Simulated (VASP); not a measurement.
# B9C5 in VASP: a series of runs, part 2 of 3

VASP 6.6.1. The steps go on from the part before.

### 4 Single point, PBE

INCAR

```
PREC = Accurate
ENCUT = 520
EDIFF = 1E-6
ISMEAR = -1
SIGMA = 0.3447
LREAL = F
LASPH = T
NELM = 120
ALGO = Normal
ISIF = 2
LWAVE = F
LCHARG = T
GGA = PE
LELF = T
LVHAR = T
ISYM = -1
NBANDS = 36
GGA_COMPAT = F
```

KPOINTS

```
explicit points
1
Reciprocal
  0.25000000   0.25000000   0.25000000 1
```

POSCAR

```
B9C5
1.0
    4.7317320000     -0.0454910000      0.0395370000
   -0.0454910000      4.9851620000     -0.0605250000
    0.0395370000     -0.0605250000      4.8261280000
C B
5 9
Direct
   -0.3281845947      0.5093771739      0.1637864739
    0.2455392577     -0.0367377915      0.6052760224
    0.4117832033      0.2128018078      0.5316490066
    1.1093835167      0.4835819874      0.7374899927
    0.7449863424      0.8181862754      0.2180083494
    0.3592754841      0.5341917085      0.5534969811
    0.9045532516      0.9221349953      0.0249203707
   -0.1964367204     -0.4379253990      0.5319131784
   -0.0059543899      0.3290852115      1.0016185441
    0.7769539038      0.2076840936      1.2167111302
    0.0214777218      0.8038319817      0.3609352603
    1.0589919373     -0.2517824309      0.7995074942
    0.4487341035      0.3011212797      0.1634365614
    0.5964825922     -0.0264531252      0.4391292134
```

Potentials or basis: VASP PAW PBE potentials, release 64 (C, B).

Command:

```sh
cat potpaw_PBE.64/C/POTCAR potpaw_PBE.64/B/POTCAR > POTCAR
mpirun -np 1 vasp_std > vasp.out
```

OUTCAR:

```text
PREC = Accurate
   ENCUT = 520
   EDIFF = 1E-6
   ISMEAR = -1
   LREAL = F
   LASPH = T
   NELM = 120
   ISIF = 2
   GGA = PE
   ISYM = -1

 ion  position               nearest neighbor table
   1  0.672  0.509  0.164-  13 1.47   5 1.59  10 1.62   8 1.90   9 1.93
   2  0.246  0.963  0.605-   3 1.51  12 1.67  11 1.76  14 1.83
   3  0.412  0.213  0.532-   2 1.51  14 1.54   6 1.63  13 1.85
   4  0.109  0.484  0.737-  12 1.37   6 1.49   9 1.59   8 1.82
   5  0.745  0.818  0.218-   7 1.30  14 1.48  11 1.49   1 1.59  10 1.95   8 2.03
   6  0.359  0.534  0.553-   4 1.49   3 1.63   8 2.11  12 2.12
   7  0.905  0.922  0.025-   5 1.30  12 1.56  10 1.79  11 1.84   9 2.07
   8  0.804  0.562  0.532-  11 1.78   4 1.82   1 1.90  12 1.99   5 2.03   6 2.11
   9  0.994  0.329  0.002-  10 1.57   4 1.59   1 1.93   7 2.07
  10  0.777  0.208  0.217-   9 1.57   1 1.62  13 1.66   7 1.79  14 1.80   5 1.95
  11  0.021  0.804  0.361-   5 1.49   2 1.76   8 1.78   7 1.84  12 2.15
  12  0.059  0.748  0.800-   4 1.37   7 1.56   2 1.67   8 1.99   6 2.12  11 2.15
  13  0.449  0.301  0.163-   1 1.47  10 1.66   3 1.85
  14  0.596  0.974  0.439-   5 1.48   3 1.54  10 1.80   2 1.83

IMPORTANT INFORMATION: All symmetrisations will be switched off!
NOSYMM: (Re-)initialisation of all symmetry stuff for point group C_1.

----------------------------------------------------------------------------------------

                                     Primitive cell

  volume of cell :     113.8060

  direct lattice vectors                    reciprocal lattice vectors
     4.731732000 -0.045491000  0.039537000     0.211371717  0.001908093 -0.001707687
    -0.045491000  4.985162000 -0.060525000     0.001908093  0.200643059  0.002500655
     0.039537000 -0.060525000  4.826128000    -0.001707687  0.002500655  0.207250796

  length of vectors
     4.732115840  4.985736944  4.826669444     0.211387227  0.200667713  0.207272916

  position of ions in fractional coordinates (direct lattice)
     0.671815405  0.509377174  0.163786474
     0.245539258  0.963262208  0.605276022
     0.411783203  0.212801808  0.531649007
     0.109383517  0.483581987  0.737489993
     0.744986342  0.818186275  0.218008349
     0.359275484  0.534191709  0.553496981
     0.904553252  0.922134995  0.024920371
     0.803563280  0.562074601  0.531913178
     0.994045610  0.329085212  0.001618544
     0.776953904  0.207684094  0.216711130
     0.021477722  0.803831982  0.360935260
     0.058991937  0.748217569  0.799507494
     0.448734104  0.301121280  0.163436561
     0.596482592  0.973546875  0.439129213

  ion indices of the primitive-cell ions
   primitive index   ion index
                 1           1
                 2           2
                 3           3
                 4           4
                 5           5
                 6           6
                 7           7
                 8           8
                 9           9
                10          10
                11          11
                12          12
                13          13
                14          14

----------------------------------------------------------------------------------------

 KPOINTS: explicit points

Read explicit list of k-points.

 Found      1 k-points:

 Following reciprocal coordinates:
            Coordinates               Weight
  0.250000  0.250000  0.250000      1.000000
   k-points           NKPTS =      1   k-points in BZ     NKDIM =      1   number of bands    NBANDS=     36
   number of dos      NEDOS =    301   number of ions     NIONS =     14
   total plane-waves  NPLWV =  51840
   dimension x,y,z NGX =    36 NGY =   40 NGZ =   36
   dimension x,y,z NGXF=    72 NGYF=   80 NGZF=   72
   ions per type =               5   9
   NGX,Y,Z   is equivalent  to a cutoff of  12.65, 13.34, 12.40 a.u.
   NGXF,Y,Z  is equivalent  to a cutoff of  25.29, 26.68, 24.80 a.u.
 SYSTEM =  unknown system
   PREC   = accura    normal or accurate (medium, high low for compatibility)
   ISTART =      0    job   : 0-new  1-cont  2-samecut
   ICHARG =      2    charge: 1-file 2-atom 10-const
   ISPIN  =      1    spin polarized calculation?
   LNONCOLLINEAR =      F non collinear calculations
   LSORBIT =      F    spin-orbit coupling
   LASPH  =      T    aspherical Exc in radial PAW
   ENCUT  =  520.0 eV  38.22 Ry    6.18 a.u.   8.80  9.27  8.97*2*pi/ulx,y,z
   NELM   =    120;   NELMIN=  2; NELMDL= -5     # of ELM steps
   EDIFF  = 0.1E-05   stopping-criterion for ELM
   LREAL  =      F    real-space projection
   EDIFFG = 0.1E-04   stopping-criterion for IOM
   NSW    =      0    number of steps for IOM
   IBRION =     -1    ionic relax: 0-MD 1-quasi-New 2-CG
   NFREE  =      0    steps in history (QN), initial steepest desc. (CG)
   ISIF   =      2    stress and relaxation
   ISYM   =     -1    0-nonsym 1-usesym 2-fastsym
   POTIM  = 0.5000    time-step for ionic-motion
   TEBEG  =    0.0;   TEEND  =   0.0 temperature during run
   PSTRESS=    0.0 pullay stress
   NELECT =      47.0000    total number of electrons
   NUPDOWN=      -1.0000    fix difference up-down
   EMIN   =  10.00;   EMAX   =-10.00  energy-range for DOS
   EFERMI =   0.00;   METHOD = LEGACY
   ISMEAR =    -1;   SIGMA  =   0.34  broadening in eV -4-tet -1-fermi 0-gaus
   EFERMI_NEDOS =   21; number of points for ismear=-14 and -15
   IALGO  =     38    algorithm
   IMIX   =      4    mixing-type and parameters
     AMIX     =   0.40;   BMIX     =  1.00
     AMIX_MAG =   1.60;   BMIX_MAG =  1.00
  volume/ion in A,a.u.               =       8.13        54.86
  Fermi-wavevector in a.u.,A,eV,Ry     =   1.219137  2.303834 20.222262  1.486294
  Thomas-Fermi vector in A             =   2.354399
   LORBIT       =      0    0 simple, 1 ext, 2 COOP (PROOUT), +10 PAW based schemes
   GGA     = PE    functional components
   LHFCALC =     F    Hartree Fock is set to
   AEXX    =    0.0000 exact exchange contribution
   IVDW    =     0    specifies the selected vdW correction
   LEPSILON=     F    determine dielectric tensor
   LRPA    =     F    only Hartree local field effects (RPA)
 non-spin polarized calculation
  energy-cutoff  :      520.00
  volume of cell :      113.81
 maximum number of plane-waves:      3055
 NGX is ok and might be reduce to    36
   NGX = 17   NGY = 19   NGZ = 17

 number of electron      47.0000001 magnetization

 Free energy of the ion-electron system (eV)
  ---------------------------------------------------
  ext. energy  EPLUGINS =         0.00000000
  ---------------------------------------------------
  free energy    TOTEN  =       -88.05629691 eV

  energy without entropy =      -87.01816889  energy(sigma->0) =      -87.53723290

 E-fermi :   5.3247     XC(G=0): -11.0463

 val. band max:        5.2827106336   @ k =   0.2500   0.2500   0.2500
 cond. band min:       6.1408244724   @ k =   0.2500   0.2500   0.2500
 fundamental gap:      0.8581138388
 Fermi energy:         5.3247068169

 k-point     1 :       0.2500    0.2500    0.2500
  band No.  band energies     occupation
      1     -12.6405      2.00000
      2     -11.0619      2.00000
      3     -10.0566      2.00000
      4      -9.1593      2.00000
      5      -6.5938      2.00000
      6      -5.7929      2.00000
[... 27 lines left out ...]
     34      11.6862      0.00000
     35      11.9882      0.00000
 [bands above 35 left out]

------------------------ aborting loop because EDIFF is reached ----------------------------------------

  FORCE on cell =-STRESS in cart. coord.  units (eV):
  Direction    XX          YY          ZZ          XY          YZ          ZX
  --------------------------------------------------------------------------------------
  -------------------------------------------------------------------------------------
  Total        5.9043986     16.6359608      7.2432275     -4.7911006     -3.8580759    -15.7552164
  in kB       83.1229883    234.2034911    101.9712169    -67.4498163    -54.3145580   -221.8042435
  external PRESSURE =     139.7658987 kB  Pullay stress =       0.0000000 kB

 VOLUME and BASIS-vectors are now :
 -----------------------------------------------------------------------------
  energy-cutoff  :      520.00
  volume of cell :      113.81
      direct lattice vectors                 reciprocal lattice vectors
     4.731732000 -0.045491000  0.039537000     0.211371717  0.001908093 -0.001707687
    -0.045491000  4.985162000 -0.060525000     0.001908093  0.200643059  0.002500655
     0.039537000 -0.060525000  4.826128000    -0.001707687  0.002500655  0.207250796

 POSITION                                       TOTAL-FORCE (eV/Angst)
 -----------------------------------------------------------------------------------
      3.16215      2.49885      0.78619         1.934068     -0.403125      0.950979
      1.14194      4.75421      2.87255         0.836557      0.221315     -3.016518
      1.95979      1.00994      2.56921        -2.503444     -2.192482      0.427631
      0.52473      2.36112      3.53428        -4.488892     -5.808565      1.757233
      3.49648      4.03171      1.03207        -8.747710     -6.540460      4.353063
      1.69758      2.61319      2.65312         3.918398     -2.790287     -1.486972
      4.23914      4.55434      0.10022         4.985524      7.788352     -5.947526
      3.79771      2.73328      2.56483         0.618620      0.126435      0.037678
      4.68865      1.59522      0.02719         3.157694     -0.053187     -1.575287
      3.67546      0.98688      1.06402         0.184372     -0.572129     -0.063184
      0.07933      3.98441      1.69412         4.279454      1.410305      3.419269
      0.27671      3.67891      3.81557         1.568528      7.952394     -0.668978
      2.11605      1.47083      0.78828        -4.811961      0.414933      0.693317
      2.79547      4.79958      2.08395        -0.931206      0.446500      1.119295
 -----------------------------------------------------------------------------------
    total drift:                               -0.000130      0.000215     -0.000070

  FREE ENERGIE OF THE ION-ELECTRON SYSTEM (eV)
  ---------------------------------------------------
  free  energy   TOTEN  =       -88.0562969115 eV

  energy  without entropy=      -87.0181688883  energy(sigma->0) =      -87.53723290
```

Wall time 14 s (1 thread of Intel Xeon 8259CL, shared host); peak memory 0.2 GiB.

Results:

```
Free energy            : -88.0563 eV
Pressure               : 14.0 GPa
Largest force          : 11.758 eV/Å
Band gap on the k mesh : zero (an odd number of electrons rules out a gap without spin polarisation)
```

Forces on the atoms (eV/Å):
```
C    1.934 -0.403  0.951
C    0.837  0.221 -3.017
C   -2.503 -2.192  0.428
C   -4.489 -5.809  1.757
C   -8.748 -6.540  4.353
B    3.918 -2.790 -1.487
B    4.986  7.788 -5.948
B    0.619  0.126  0.038
B    3.158 -0.053 -1.575
B    0.184 -0.572 -0.063
B    4.279  1.410  3.419
B    1.569  7.952 -0.669
B   -4.812  0.415  0.693
B   -0.931  0.447  1.119
```

Caveat: the atoms stand as in a frame of molecular dynamics; so wide a smearing shifts energies and pressures; an odd number of electrons without spin polarisation forces a metal; a magnetic or distorted state may lie lower.

### 5 Single point, PBE

INCAR

```
SYSTEM = B9C5
PREC = Accurate
ENCUT = 520
EDIFF = 1E-6
ISMEAR = -1
SIGMA = 0.05
LREAL = .False.
LASPH = .True.
NELM = 120
ALGO = Normal
ISIF = 2
LWAVE = .False.
LCHARG = .False.
GGA = PE
NBANDS = 36
ISYM = -1
GGA_COMPAT = .False.
```

KPOINTS is that of step 4.

POSCAR

```
B9C5
1.0
    4.7317320000     -0.0454910000      0.0395370000
   -0.0454910000      4.9851620000     -0.0605250000
    0.0395370000     -0.0605250000      4.8261280000
C B
5 9
Direct
    0.9060893982      0.4897270859      0.3361907673
    0.7936639857      0.7497984242      0.4111035714
    0.9617855235      0.8855404577      0.6288484727
    0.3238824885      0.2570187774      0.1194300523
    0.0535211251      0.3822905321      0.5840645067
    0.8566999813      0.1668245817      0.7429066760
    0.5079371115      0.8086020760      0.2611941356
    0.9768067635      0.3067238859      0.0826657424
    0.4064446931      0.8021389955      0.9357499136
    0.3199404441      0.8861608839      0.5721958477
    0.5251392481      0.1270372784      0.9061099293
    0.2234360202      0.5652202063      0.1097722570
    0.2886967710      0.2009546787      0.4392816721
    0.1305955760      0.6433722815      0.7655204649
```

Potentials or basis: VASP PAW PBE potentials, release 64 (C, B).

Command:

```sh
cat potpaw_PBE.64/C/POTCAR potpaw_PBE.64/B/POTCAR > POTCAR
mpirun -np 1 vasp_std > vasp.out
```

OUTCAR:

```text
SYSTEM = B9C5
   PREC = Accurate
   ENCUT = 520
   EDIFF = 1E-6
   ISMEAR = -1
   LREAL = .False.
   LASPH = .True.
   NELM = 120
   ISIF = 2
   GGA = PE
   ISYM = -1

 ion  position               nearest neighbor table
   1  0.906  0.490  0.336-   2 1.45   5 1.51   8 1.54  12 1.88
   2  0.794  0.750  0.411-   1 1.45   3 1.47   7 1.58
   3  0.962  0.886  0.629-   2 1.47   6 1.58  14 1.62  10 1.71
   4  0.324  0.257  0.119-  11 1.53  13 1.58  12 1.62   8 1.68
[... 195 lines left out ...]
 -----------------------------------------------------------------------------
  energy-cutoff  :      520.00
  volume of cell :      113.81
      direct lattice vectors                 reciprocal lattice vectors
     4.731732000 -0.045491000  0.039537000     0.211371717  0.001908093 -0.001707687
    -0.045491000  4.985162000 -0.060525000     0.001908093  0.200643059  0.002500655
     0.039537000 -0.060525000  4.826128000    -0.001707687  0.002500655  0.207250796

 POSITION                                       TOTAL-FORCE (eV/Angst)
 -----------------------------------------------------------------------------------
      4.27839      2.37980      1.62868         0.889378     -0.179245      0.592507
      3.73755      3.67688      1.97004         0.412079     -0.000238     -0.490730
      4.53549      4.33275      3.01933        -1.742041     -0.464605     -1.517185
      1.52555      1.25932      0.57363        -1.466494      1.229695      0.488973
      0.25895      1.86799      2.79775        -0.475613      0.413429      0.470494
      4.07546      0.74771      3.60914         0.184554      0.320189      1.292590
      2.37696      3.99210      1.23170         0.374521     -0.466013      0.466981
      4.61130      1.47963      0.41901         0.039375     -0.739209     -0.728162
      1.92369      3.92367      4.48357        -0.452837     -0.070982     -1.017286
      1.49618      4.36847      2.72050        -0.068198      0.002667      1.175684
      2.51486      0.55457      4.38608         0.393931     -0.768887     -0.462810
      1.03587      2.80091      0.50440         0.839523      1.618153      0.175389
      1.37426      0.96207      2.11928         0.388696     -0.550122     -0.803019
      0.61894      3.15504      3.66072         0.683126     -0.344830      0.356574
 -----------------------------------------------------------------------------------
    total drift:                               -0.000013      0.000031     -0.000181

  FREE ENERGIE OF THE ION-ELECTRON SYSTEM (eV)
  ---------------------------------------------------
  free  energy   TOTEN  =       -98.4364803297 eV

  energy  without entropy=      -98.3671592617  energy(sigma->0) =      -98.40181980
```

Wall time 12 s (1 thread of Intel Xeon 8259CL, shared host); peak memory 0.2 GiB.

What came out:

```yaml
Free_energy: -98.4365 eV
Pressure: -0.1 GPa
Largest_force: 2.356 eV/Å
Band_gap_on_the_k_mesh: zero (an odd number of electrons rules out a gap without spin polarisation)
```

Forces in eV/Å, atoms in the order of the input:
```
C    0.889 -0.179  0.593
C    0.412  0.000 -0.491
C   -1.742 -0.465 -1.517
C   -1.466  1.230  0.489
C   -0.476  0.413  0.470
B    0.185  0.320  1.293
B    0.375 -0.466  0.467
B    0.039 -0.739 -0.728
B   -0.453 -0.071 -1.017
B   -0.068  0.003  1.176
B    0.394 -0.769 -0.463
B    0.840  1.618  0.175
B    0.389 -0.550 -0.803
B    0.683 -0.345  0.357
```

Stress tensor (GPa, compression positive):
```
-6.64 -8.59 -7.56
-8.59 10.88 -5.95
-7.56 -5.95 -4.61
```

Caveat: the atoms stand as in a frame of molecular dynamics; an odd number of electrons without spin polarisation forces a metal; a magnetic or distorted state may lie lower.

### 6 Single point, PBE

INCAR

```
SYSTEM = B9C5
PREC     = Accurate       ! precision mode
ENCUT    = 520            ! plane-wave cutoff, eV
EDIFF    = 1E-6           ! SCF threshold, eV
ISMEAR   = -1             ! smearing method
SIGMA    = 0.05           ! smearing width, eV
LREAL    = .False.        ! projectors in reciprocal space
LASPH    = .True.         ! aspherical terms in the spheres
NELM     = 120            ! most SCF steps
ALGO     = Normal         ! electronic algorithm
ISIF     = 2              ! what is computed and relaxed
LWAVE    = .False.        ! write WAVECAR
LCHARG   = .True.         ! write CHGCAR
GGA      = PE             ! functional
LELF     = .True.         ! ELF
LVHAR    = .True.       
NBANDS   = 36             ! bands
ISYM     = -1           
GGA_COMPAT= .False.
```

KPOINTS is that of step 5.

POSCAR

```
B9C5
1.0
    4.7317320000     -0.0454910000      0.0395370000
   -0.0454910000      4.9851620000     -0.0605250000
    0.0395370000     -0.0605250000      4.8261280000
C B
5 9
Direct
    0.9145722204      0.5135241178      0.3849832838
    0.8002089986      0.7632209256      0.4287922084
    0.9462378323      0.9148721234      0.6338775578
    0.3098242795      0.2824601667      0.1419161239
    0.0329281430      0.4044191949      0.6460349978
    0.8548774755      0.1651799697      0.8089661582
    0.5044645259      0.8109716117      0.2806983244
    0.9735692296      0.3303986595      0.1254391455
    0.4057779118      0.8002837653      0.9540020351
    0.3181153425      0.9285233220      0.6219214550
    0.5005181630      0.1119463438      0.9602079692
    0.2296508876      0.5966788518      0.1443980102
    0.2585915553      0.2225732615      0.4509735988
    0.1440068619      0.6616914547      0.7871140749
```

Potentials or basis: VASP PAW PBE potentials, release 64 (C, B).

Command:

```sh
cat potpaw_PBE.64/C/POTCAR potpaw_PBE.64/B/POTCAR > POTCAR
mpirun -np 1 vasp_std > vasp.out
```

It took 13 s on 1 thread of Intel Xeon 8259CL, shared host; peak memory 0.2 GiB.

Results (log left out):

- Free energy: -98.3034 eV
- Pressure: 4.5 GPa
- Largest force: 2.794 eV/Å
- Band gap on the k mesh: zero (an odd number of electrons rules out a gap without spin polarisation)

Forces on the atoms (eV/Å):
```
C    0.071 -2.702 -0.707
C   -1.786  2.093  0.000
C    0.705 -0.201  0.523
C   -1.073  0.424  1.379
C    0.621 -0.117 -2.009
B   -0.622  1.559 -0.106
B    0.248  0.317  0.439
B    0.140 -0.996 -0.369
B    0.001  0.535 -0.537
B   -0.157 -0.548  0.456
B    1.362  0.201 -0.943
B    0.392 -0.156  0.404
B    0.214 -0.448  1.081
B   -0.117  0.040  0.389
```

Stress tensor (GPa, compression positive):
```
-3.81 -7.12 -3.16
-7.12 20.60 -1.23
-3.16 -1.23 -3.44
```

Levels at points of the mesh, in eV from the Fermi level:
```
           k point  band 20  band 21  band 22  band 23  band 24  band 25  band 26  band 27
(0.25, 0.25, 0.25)    -3.19    -2.89    -2.28    -1.88     0.00     0.63     1.02     1.76
```

Caveat: the atoms stand as in a frame of molecular dynamics; an odd number of electrons without spin polarisation forces a metal; a magnetic or distorted state may lie lower.

(Continued in part 3 of 3.)

The gap in the log of VASP goes by the Fermi energy; the results here count the filled bands.